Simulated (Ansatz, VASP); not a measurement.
# One calculation of As, two programs

Contents of INCAR:

```
SYSTEM = As
PREC = Accurate
ENCUT = 520
EDIFF = 1E-6
ISMEAR = -1
SIGMA = 0.1
LREAL = .False.
LASPH = .True.
NELM = 100
ALGO = Normal
ISIF = 2
LWAVE = .False.
LCHARG = .True.
GGA = RE
LELF = .True.
LVHAR = .True.
NBANDS = 12
```

File KPOINTS:

```
Automatic mesh
0
Gamma
  13 13 8
  0 0 0
```

File POSCAR:

```
As
1.0
    3.1330283663      0.0000000000      0.0000000000
   -1.5665141831      2.7132821560      0.0000000000
    0.0000000000      0.0000000000      4.7776045521
As
2
Direct
    0.3333333333      0.6666666667      0.2500000000
    0.6666666667      0.3333333333      0.7500000000
```

Input for Ansatz:

```yaml
crystal:
  lattice:
    - [3.1330283663, 0.0, 0.0]
    - [-1.5665141831, 2.713282156, 0.0]
    - [0.0, 0.0, 4.7776045521]
  atoms:
    - { symbol: As, position: [0.3333333333, 0.6666666667, 0.25] }
    - { symbol: As, position: [0.6666666667, 0.3333333333, 0.75] }
hamiltonian:
  xc: revpbe
  pseudopotentials:
    kind: paw
    azcp:
      As: "pseudopotentials/As.paw.azcp"
basis:
  ecutwfc: 420
  fft_grid_basis: typed
kpoints:
  mp_grid: { grid: [13, 13, 8], shift: [0, 0, 0] }
magnetization:
  spin_polarized: false
scf:
  occupations: { method: fermi_dirac, width: 0.1 }
  lower_state_search: "off"
output:
  stress: true
  write_density: true
  write_potential: true
  elf: true
  volumetric_format: npy
```

Alike in both runs: task single point; functional revPBE; k mesh 13 × 13 × 8; occupations fermi-dirac, width 0.1 eV; no spin polarisation.

|  | VASP | Ansatz |
| --- | --- | --- |
| version | VASP 6.6.1 | Ansatz 0.2.0 |
| potentials or method | VASP PAW PBE potentials, release 64 (As), cutoff 520 eV | plane waves (420 eV) with PAW, scalar-relativistic |
| valence electrons in the cell | 10 | 30 |

|  | VASP | Ansatz | Ansatz less VASP |
| --- | --- | --- | --- |
| pressure (GPa) | -2.5 | -2.5 | +0.02 |
| traceless stress, the component that is largest in VASP (GPa) | 0.56 | 0.55 | -0.008 |

VASP's potentials were made for PBE, not for revPBE. VASP's potentials hold 10 valence electrons a cell and Ansatz's 30, so a difference there can come from the potentials and not from the codes.
